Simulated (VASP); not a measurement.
Runs of VASP 6.6.1 on PtS2. The structure is that of space group P-3m1 (No. 164), or close to it. The cells are those of the table. 

| cell | gap on the mesh (eV) | pressure (GPa) | largest force (eV/Å) |
| --- | --- | --- | --- |
| a = 3.643, b = 3.643, c = 4.766 Å, angles 90.0, 90.0, 120.0°, 3 atoms | 0.13 | -6.1 | 0.38 |
| a = 3.592, b = 3.592, c = 4.904 Å, angles 90.0, 90.0, 120.0°, 3 atoms | (a) | -4.5 | (b) |
| a = 3.817, b = 3.817, c = 4.342 Å, angles 90.0, 90.0, 120.0°, 3 atoms | none | -11.1 | 0.17 |
| a = 3.246, b = 3.246, c = 6.002 Å, angles 90.0, 90.0, 120.0°, 3 atoms | 0.43 | 3.0 | 1.34 |
| a = 3.740, b = 3.740, c = 4.521 Å, angles 90.0, 90.0, 120.0°, 3 atoms | none | -9.0 | 0.23 |
| a = 3.334, b = 3.334, c = 5.690 Å, angles 90.0, 90.0, 120.0°, 3 atoms | 0.72 | 1.8 | 1.13 |
| a = 3.432, b = 3.432, c = 5.369 Å, angles 90.0, 90.0, 120.0°, 3 atoms | 0.71 | -0.1 | 0.87 |
| a = 3.486, b = 3.486, c = 5.205 Å, angles 90.0, 90.0, 120.0°, 3 atoms | 0.65 | -1.5 | 0.73 |

Alike in all rows: task single point; level PBEsol; potentials or basis VASP PAW PBE potentials, release 64 (Pt, S); no spin polarisation; k mesh 12 × 12 × 8; cutoff (eV) 520; smearing gaussian 0.05 eV.

Fill in the values left out.

(a) 0.33; (b) 0.48.

Caveats: the PAW data sets were made with another functional, which shifts forces and pressure a little; spin-orbit coupling is left out, which moves the levels of the heavy elements; this functional lacks dispersion, which binds the layers, so the pressure and a relaxed spacing across them are unreliable (some runs).

A k mesh can miss the band edges, and the runs leave out spin-orbit coupling on Pt.

A gap of «none» marks levels without a gap at the run's occupations.
